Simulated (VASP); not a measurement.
# Si5Ge (P-62m) in VASP: notebook

Runs on Si5Ge. Level: PBE. Tasks: single point, relaxation of cell and atoms.

Everything below comes from runs of VASP 6.6.1. Logs are shortened: lines on timing, memory, paths and dates and some standing lists are left out, and cuts for length are marked.

## Step 1: The cell of the first run

The structure is hexagonal, space group P-62m (No. 189). Conventional cell: a = 4.938 Å, b = 4.938 Å, c = 4.511 Å, α = 90.00°, β = 90.00°, γ = 120.00°. Within 3.7 Å of Si (site symmetry m2m) lie 2 Ge at 2.79 Å and 10 Si at 2.79 to 2.85 Å. Within 3.7 Å of Si (site symmetry -6) lie 9 Si at 2.79 to 2.85 Å and 3 Ge at 2.85 Å. Ge (site symmetry -62m) has 12 Si at 2.79 to 2.85 Å within 3.7 Å.

## Step 2: Single point, PBE

File INCAR:

```
PREC = Accurate
ENCUT = 520
EDIFF = 1E-6
ISMEAR = 0
SIGMA = 0.1
LREAL = F
LASPH = T
NELM = 80
ALGO = Normal
ISIF = 2
LWAVE = F
LCHARG = F
GGA = PE
NBANDS = 26
```

File KPOINTS:

```
regular mesh
0
Gamma
  6 6 4
```

File POSCAR:

```
Si5Ge
1.0
    4.9383099900      0.0000000000      0.0000000000
   -2.4691549900      4.2767019000      0.0000000000
    0.0000000000      0.0000000000      4.5106994300
Si Ge
5 1
Direct
    0.3333333300      0.3333333300      0.0000000000
    0.0000000000      0.6666666700      0.0000000000
    0.6666666700      0.0000000000      0.0000000000
    0.6666666700      0.3333333300      0.5000000000
    0.3333333300      0.6666666700      0.5000000000
    0.0000000000      0.0000000000      0.5000000000
```

Potentials or basis: VASP PAW PBE potentials, release 64 (Si, Ge_d).

Run with:

```console
$ cat potpaw_PBE.64/Si/POTCAR potpaw_PBE.64/Ge_d/POTCAR > POTCAR
$ mpirun -np 1 vasp_std > vasp.out
```

OUTCAR:

```text
PREC = Accurate
   ENCUT = 520
   EDIFF = 1E-6
   ISMEAR = 0
   LREAL = F
   LASPH = T
   NELM = 80
   ISIF = 2
   GGA = PE

 ion  position               nearest neighbor table
   1  0.333  0.333  0.000-   6 2.79   6 2.79   5 2.79   5 2.79   4 2.79   4 2.79   2 2.85   3 2.85
                             3 2.85   2 2.85   3 2.85   2 2.85
   2  0.000  0.667  0.000-   6 2.79   6 2.79   5 2.79   5 2.79   4 2.79   4 2.79   1 2.85   3 2.85
                             3 2.85   1 2.85   1 2.85   3 2.85
   3  0.667  0.000  0.000-   4 2.79   4 2.79   6 2.79   6 2.79   5 2.79   5 2.79   2 2.85   1 2.85
                             2 2.85   1 2.85   1 2.85   2 2.85
   4  0.667  0.333  0.500-   3 2.79   3 2.79   2 2.79   2 2.79   1 2.79   1 2.79   5 2.85   6 2.85
                             5 2.85   6 2.85   6 2.85   5 2.85
   5  0.333  0.667  0.500-   2 2.79   2 2.79   3 2.79   3 2.79   1 2.79   1 2.79   4 2.85   6 2.85
                             4 2.85   6 2.85   6 2.85   4 2.85
   6  0.000  0.000  0.500-   2 2.79   2 2.79   1 2.79   1 2.79   3 2.79   3 2.79   5 2.85   4 2.85
                             5 2.85   4 2.85   4 2.85   5 2.85

  LATTYP: Found a hexagonal cell.
 ALAT       =     4.9383099900
 C/A-ratio  =     0.9134095347

  Lattice vectors:

 A1 = (   4.9383099900,   0.0000000000,   0.0000000000)
 A2 = (  -2.4691549900,   4.2767019000,   0.0000000000)
 A3 = (   0.0000000000,   0.0000000000,   4.5106994300)

Analysis of symmetry for initial positions (statically):
=====================================================================
 Subroutine PRICEL returns:
 Original cell was already a primitive cell.

 Routine SETGRP: Setting up the symmetry group for a
 hexagonal supercell.

 Subroutine GETGRP returns: Found 12 space group operations
 (whereof 12 operations were pure point group operations)
 out of a pool of 24 trial point group operations.

The static configuration has the point symmetry D_3h.

Analysis of symmetry for dynamics (positions and initial velocities):
=====================================================================
 Subroutine PRICEL returns:
 Original cell was already a primitive cell.

 Routine SETGRP: Setting up the symmetry group for a
 hexagonal supercell.

 Subroutine GETGRP returns: Found 12 space group operations
 (whereof 12 operations were pure point group operations)
 out of a pool of 24 trial point group operations.

The dynamic configuration has the point symmetry D_3h.

 Subroutine INISYM returns: Found 12 space group operations
 (whereof 12 operations are pure point group operations),
 and found     1 'primitive' translations

----------------------------------------------------------------------------------------

                                     Primitive cell

  volume of cell :      95.2645

  direct lattice vectors                    reciprocal lattice vectors
     4.938309990  0.000000000  0.000000000     0.202498426  0.116912521  0.000000000
    -2.469154990  4.276701900  0.000000000     0.000000000  0.233825042  0.000000000
     0.000000000  0.000000000  4.510699430     0.000000000  0.000000000  0.221695109

  length of vectors
     4.938309990  4.938309985  4.510699430     0.233825041  0.233825042  0.221695109

  position of ions in fractional coordinates (direct lattice)
     0.333333330  0.333333330  0.000000000
     0.000000000  0.666666670  0.000000000
     0.666666670  0.000000000  0.000000000
     0.666666670  0.333333330  0.500000000
     0.333333330  0.666666670  0.500000000
     0.000000000  0.000000000  0.500000000

  ion indices of the primitive-cell ions
   primitive index   ion index
                 1           1
                 2           2
                 3           3
                 4           4
                 5           5
                 6           6

----------------------------------------------------------------------------------------

 KPOINTS: regular mesh

Automatic generation of k-mesh.
 Grid dimensions read from file:
 generate k-points for:    6    6    4

 Generating k-lattice:

  Cartesian coordinates                     Fractional coordinates (reciprocal lattice)
     0.033749738  0.019485420  0.000000000     0.166666667  0.000000000  0.000000000
     0.000000000  0.038970840  0.000000000     0.000000000  0.166666667  0.000000000
     0.000000000  0.000000000  0.055423777     0.000000000  0.000000000  0.250000000

  Length of vectors
     0.038970840  0.038970840  0.055423777

  Shift w.r.t. Gamma in fractional coordinates (k-lattice)
     0.000000000  0.000000000  0.000000000

 Subroutine IBZKPT returns following result:
 ===========================================

 Found     21 irreducible k-points:

 Following reciprocal coordinates:
            Coordinates               Weight
  0.000000  0.000000  0.000000      1.000000
  0.166667 -0.000000  0.000000      6.000000
  0.333333  0.000000  0.000000      6.000000
  0.500000  0.000000  0.000000      3.000000
  0.166667  0.166667  0.000000      6.000000
  0.333333  0.166667  0.000000     12.000000
[... 13 lines left out ...]
  0.333333  0.166667  0.500000     12.000000
  0.333333  0.333333  0.500000      2.000000
   k-points           NKPTS =     21   k-points in BZ     NKDIM =     21   number of bands    NBANDS=     26
   number of dos      NEDOS =    301   number of ions     NIONS =      6
   total plane-waves  NPLWV =  57600
   dimension x,y,z NGX =    40 NGY =   40 NGZ =   36
   dimension x,y,z NGXF=    80 NGYF=   80 NGZF=   72
   ions per type =               5   1
   NGX,Y,Z   is equivalent  to a cutoff of  13.47, 13.47, 13.27 a.u.
   NGXF,Y,Z  is equivalent  to a cutoff of  26.93, 26.93, 26.54 a.u.
 SYSTEM =  unknown system
   PREC   = accura    normal or accurate (medium, high low for compatibility)
   ISTART =      0    job   : 0-new  1-cont  2-samecut
   ICHARG =      2    charge: 1-file 2-atom 10-const
   ISPIN  =      1    spin polarized calculation?
   LNONCOLLINEAR =      F non collinear calculations
   LSORBIT =      F    spin-orbit coupling
   LASPH  =      T    aspherical Exc in radial PAW
   ENCUT  =  520.0 eV  38.22 Ry    6.18 a.u.   9.18  9.18  8.39*2*pi/ulx,y,z
   NELM   =     80;   NELMIN=  2; NELMDL= -5     # of ELM steps
   EDIFF  = 0.1E-05   stopping-criterion for ELM
   LREAL  =      F    real-space projection
   EDIFFG = 0.1E-04   stopping-criterion for IOM
   NSW    =      0    number of steps for IOM
   IBRION =     -1    ionic relax: 0-MD 1-quasi-New 2-CG
   NFREE  =      0    steps in history (QN), initial steepest desc. (CG)
   ISIF   =      2    stress and relaxation
   ISYM   =      2    0-nonsym 1-usesym 2-fastsym
   POTIM  = 0.5000    time-step for ionic-motion
   TEBEG  =    0.0;   TEEND  =   0.0 temperature during run
   PSTRESS=    0.0 pullay stress
   NELECT =      34.0000    total number of electrons
   NUPDOWN=      -1.0000    fix difference up-down
   EMIN   =  10.00;   EMAX   =-10.00  energy-range for DOS
   EFERMI =   0.00;   METHOD = LEGACY
   ISMEAR =     0;   SIGMA  =   0.10  broadening in eV -4-tet -1-fermi 0-gaus
   EFERMI_NEDOS =   21; number of points for ismear=-14 and -15
   IALGO  =     38    algorithm
   IMIX   =      4    mixing-type and parameters
     AMIX     =   0.40;   BMIX     =  1.00
     AMIX_MAG =   1.60;   BMIX_MAG =  1.00
  volume/ion in A,a.u.               =      15.88       107.15
  Fermi-wavevector in a.u.,A,eV,Ry     =   1.161246  2.194436 18.347337  1.348491
  Thomas-Fermi vector in A             =   2.297820
   LORBIT       =      0    0 simple, 1 ext, 2 COOP (PROOUT), +10 PAW based schemes
   GGA     = PE    functional components
   LHFCALC =     F    Hartree Fock is set to
   AEXX    =    0.0000 exact exchange contribution
   IVDW    =     0    specifies the selected vdW correction
   LEPSILON=     F    determine dielectric tensor
   LRPA    =     F    only Hartree local field effects (RPA)
 non-spin polarized calculation
 Gauss-broadening in eV      SIGMA  =   0.10
  energy-cutoff  :      520.00
  volume of cell :       95.26
 maximum number of plane-waves:      2592
 NGX is ok and might be reduce to    40
   NGX = 19   NGY = 19   NGZ = 17

 number of electron      33.9999996 magnetization

 Free energy of the ion-electron system (eV)
  ---------------------------------------------------
  ext. energy  EPLUGINS =         0.00000000
  ---------------------------------------------------
  free energy    TOTEN  =       -28.47720312 eV

  energy without entropy =      -28.45754727  energy(sigma->0) =      -28.46737520

 E-fermi :   8.8451     XC(G=0): -11.0514

 val. band max:        8.8435395770   @ k =   0.5000   0.0000   0.2500
 cond. band min:       8.8731419520   @ k =   0.1667  -0.0000   0.2500
 fundamental gap:      0.0296023749
 Fermi energy:         8.8451375270

 k-point     1 :       0.0000    0.0000    0.0000
  band No.  band energies     occupation
      1     -15.8338      2.00000
      2     -15.8338      2.00000
      3     -15.8281      2.00000
      4     -15.8261      2.00000
      5     -15.8261      2.00000
      6      -4.8760      2.00000
[... 18 lines left out ...]
     25      12.8891      0.00000
     26      12.8891      0.00000

 k-point     2 :       0.1667   -0.0000    0.0000
  band No.  band energies     occupation
      1     -15.8339      2.00000
      2     -15.8336      2.00000
      3     -15.8279      2.00000
      4     -15.8262      2.00000
      5     -15.8261      2.00000
      6      -4.6555      2.00000
[... 18 lines left out ...]
     25      13.7148      0.00000
     26      13.8756      0.00000

 k-point     3 :       0.3333    0.0000    0.0000
  band No.  band energies     occupation
      1     -15.8340      2.00000
      2     -15.8331      2.00000
      3     -15.8276      2.00000
      4     -15.8263      2.00000
      5     -15.8261      2.00000
      6      -3.9971      2.00000
[... 485 lines left out ...]
 k-point    20 :       0.3333    0.1667    0.5000
  band No.  band energies     occupation
      1     -15.8337      2.00000
      2     -15.8329      2.00000
      3     -15.8274      2.00000
      4     -15.8271      2.00000
      5     -15.8245      2.00000
      6      -1.7339      2.00000
[... 18 lines left out ...]
     25      13.5602      0.00000
     26      13.7581      0.00000

 k-point    21 :       0.3333    0.3333    0.5000
  band No.  band energies     occupation
      1     -15.8333      2.00000
      2     -15.8333      2.00000
      3     -15.8273      2.00000
      4     -15.8273      2.00000
      5     -15.8244      2.00000
      6      -1.0350      2.00000
[... 18 lines left out ...]
     25      13.6512      0.00000
     26      13.7947      0.00000

------------------------ aborting loop because EDIFF is reached ----------------------------------------

  FORCE on cell =-STRESS in cart. coord.  units (eV):
  Direction    XX          YY          ZZ          XY          YZ          ZX
  --------------------------------------------------------------------------------------
  -------------------------------------------------------------------------------------
  Total       -2.9818396     -2.9818396      1.4469373     -0.0000000      0.0000000      0.0000000
  in kB      -50.1491570    -50.1491570     24.3348722     -0.0000001      0.0000000      0.0000000
  external PRESSURE =     -25.3211473 kB  Pullay stress =       0.0000000 kB

 VOLUME and BASIS-vectors are now :
 -----------------------------------------------------------------------------
  energy-cutoff  :      520.00
  volume of cell :       95.26
      direct lattice vectors                 reciprocal lattice vectors
     4.938309990  0.000000000  0.000000000     0.202498426  0.116912521  0.000000000
    -2.469154990  4.276701900  0.000000000     0.000000000  0.233825042  0.000000000
     0.000000000  0.000000000  4.510699430     0.000000000  0.000000000  0.221695109

 POSITION                                       TOTAL-FORCE (eV/Angst)
 -----------------------------------------------------------------------------------
      0.82305      1.42557      0.00000         0.150138      0.260046      0.000000
     -1.64610      2.85113      0.00000         0.150138     -0.260046     -0.000000
      3.29221      0.00000      0.00000        -0.300275      0.000000      0.000000
      2.46916      1.42557      2.25535         0.000000     -0.000000     -0.000000
     -0.00000      2.85113      2.25535        -0.000000     -0.000000     -0.000000
      0.00000      0.00000      2.25535        -0.000000      0.000000     -0.000000
 -----------------------------------------------------------------------------------
    total drift:                                0.000000      0.000000     -0.000000

  FREE ENERGIE OF THE ION-ELECTRON SYSTEM (eV)
  ---------------------------------------------------
  free  energy   TOTEN  =       -28.4772031243 eV

  energy  without entropy=      -28.4575472675  energy(sigma->0) =      -28.46737520
```

Run time: 53 s. Hardware: 1 thread of Intel Xeon Platinum 8259CL at 2.50GHz (Skylake/Cascade Lake), shared host; peak memory 0.24 GiB.

What came out:

| Item | Value |
| --- | --- |
| Free energy | -28.4772 eV |
| Pressure | -2.5 GPa |
| Largest force | 0.300 eV/Å |
| Band gap on the k mesh | zero (bands 17 and 18 overlap by 4.26 eV) |

Forces in eV/Å, atoms in the order of the input:
```
Si   0.150  0.260  0.000
Si   0.150 -0.260  0.000
Si  -0.300  0.000  0.000
Si   0.000  0.000  0.000
Si   0.000  0.000  0.000
Ge   0.000  0.000  0.000
```

Stress tensor (GPa, compression positive):
```
-5.01  0.00  0.00
 0.00 -5.01  0.00
 0.00  0.00  2.43
```

Caveat: the stress differs along the axes, from -5 to 2 GPa.

## Step 3: Single point, PBE

This run uses another cell than the first one, of 15.49 Å³/atom.

File INCAR:

```
PREC     = Accurate       # precision mode
ENCUT    = 520            # plane-wave cutoff, eV
EDIFF    = 1E-6           # SCF threshold, eV
ISMEAR   = 0              # smearing method
SIGMA    = 0.1            # smearing width, eV
LREAL    = False          # projectors in reciprocal space
LASPH    = True           # aspherical terms in the spheres
NELM     = 80             # most SCF steps
ALGO     = Normal         # electronic algorithm
ISIF     = 2              # what is computed and relaxed
LWAVE    = False          # write WAVECAR
LCHARG   = False          # write CHGCAR
GGA      = PE             # functional
NBANDS   = 26             # bands
```

File KPOINTS:

```
regular mesh
0
Gamma
  12 12 8
```

File POSCAR:

```
Si5Ge
1.0
    4.9859064409     -0.0000000029      0.0000000000
   -2.4929532179      4.3179216401      0.0000000000
    0.0000000000      0.0000000000      4.3178229500
Si Ge
5 1
Direct
    0.3688050552      0.3688050552      0.0000000000
    0.0000000000      0.6311949448      0.0000000000
    0.6311949448      0.0000000000      0.0000000000
    0.6666666667      0.3333333333      0.5000000000
    0.3333333333      0.6666666667      0.5000000000
    0.0000000000      0.0000000000      0.5000000000
```

Potentials or basis: VASP PAW PBE potentials, release 64 (Si, Ge_d).

Run with:

```console
$ cat potpaw_PBE.64/Si/POTCAR potpaw_PBE.64/Ge_d/POTCAR > POTCAR
$ mpirun -np 1 vasp_std > vasp.out
```

It took 3.8 min on 1 thread of Intel Xeon Platinum 8259CL at 2.50GHz (Skylake/Cascade Lake), shared host; peak memory 0.33 GiB.

The run converged. Its results:

```
Free energy            : -28.4702 eV
Pressure               : 0.0 GPa
Band gap on the k mesh : zero (bands 17 and 18 overlap by 4.43 eV)
```

Forces on the atoms (eV/Å):
```
Si   0.001  0.002  0.000
Si   0.001 -0.002  0.000
Si  -0.003  0.000  0.000
Si   0.000  0.000  0.000
Si   0.000  0.000  0.000
Ge   0.000  0.000  0.000
```

Levels at points of the mesh, in eV from the Fermi level:
```csv
k point,band 15,band 16,band 17,band 18,band 19,band 20
"(0.00, 0.00, 0.00)",-0.18,0.41,0.41,0.50,0.99,1.12
"(0.50, 0.00, 0.00)",-1.30,-1.15,-0.66,-0.36,-0.04,0.04
"(0.00, 0.00, 0.50)",-3.61,-3.22,-3.22,-3.17,-3.17,2.90
"(0.50, 0.00, 0.50)",0.46,0.88,0.96,1.52,1.64,1.68
```

(Part 1 of 2 ends here.)

The gap in the log of VASP goes by the Fermi energy; the results here count the filled bands.